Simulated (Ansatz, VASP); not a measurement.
**Two plane-wave programs on H4C**

File INCAR:

```
ALGO = Normal ; EDIFF = 1E-7
ENCUT = 520 ; ISIF = 2
ISMEAR = 0 ; LASPH = True
LCHARG = False ; LREAL = False
LWAVE = False ; NBANDS = 12
NELM = 100 ; PREC = Accurate
SIGMA = 0.05
```

KPOINTS

```
k-points
0
Gamma
  6 6 6
```

POSCAR

```
H4C
1.0
   -2.3549784469      2.4789246809      2.4789246809
    2.3549784469     -2.4789246809      2.4789246809
    2.3549784469      2.4789246809     -2.4789246809
H C
4 1
Direct
    0.0000000000      0.0000000000      0.7463128700
    0.7463128700      0.0000000000      0.0000000000
    0.0000000000      0.7463128700      0.0000000000
    0.2536871300      0.2536871300      0.2536871300
    0.0000000000      0.0000000000      0.0000000000
```

Input for Ansatz:

```yaml
crystal:
  lattice:
    - [-2.3549784469, 2.4789246809, 2.4789246809]
    - [2.3549784469, -2.4789246809, 2.4789246809]
    - [2.3549784469, 2.4789246809, -2.4789246809]
  atoms:
    - { symbol: H, position: [0.0, 0.0, 0.74631287] }
    - { symbol: H, position: [0.74631287, 0.0, 0.0] }
    - { symbol: H, position: [0.0, 0.74631287, 0.0] }
    - { symbol: H, position: [0.25368713, 0.25368713, 0.25368713] }
    - { symbol: C, position: [0.0, 0.0, 0.0] }
basis:
  ecutwfc: 420
kpoints:
  mp_grid: { grid: [6, 6, 6] }
hamiltonian:
  xc: lda
scf:
  occupations: { method: gaussian, width: 0.05 }
output:
  forces: true
  stress: true
  eigenvalues: true
```

Change from the starting cell: strain -0.0500 x Voigt [1, 0, 0, 0, 0, 0], atoms carried along.

Alike in both runs: task single point; functional LDA; k mesh 6 × 6 × 6; occupations gaussian, width 0.05 eV; no spin polarisation.

|  | VASP | Ansatz |
| --- | --- | --- |
| version | VASP 6.6.1 | Ansatz 0.2.0 |
| potentials or method | VASP PAW LDA potentials, release 64 (H, C), cutoff 520 eV | scalar-relativistic, plane waves, PAW |
| valence electrons in the cell | 8 | 8 |

|  | VASP | Ansatz | Ansatz less VASP |
| --- | --- | --- | --- |
| gap on the k mesh at the Fermi level (eV) | 7.19 | 7.19 | +0.002 |
| least direct gap on the mesh (eV) | 7.19 | 7.19 | +0.002 |
| pressure (GPa) | 3.2 | 3.2 | 0.00 |
| traceless stress, the component that is largest in VASP (GPa) | 0.93 | 0.94 | +0.014 |
| rms of the force components (eV/Å) | 0.538 | 0.516 | -0.0224 |

LDA's correlation is that of Perdew and Zunger in VASP and of Perdew and Wang (1992) in Ansatz. Atom by atom the forces differ by 0.023 eV/Å (rms over components).
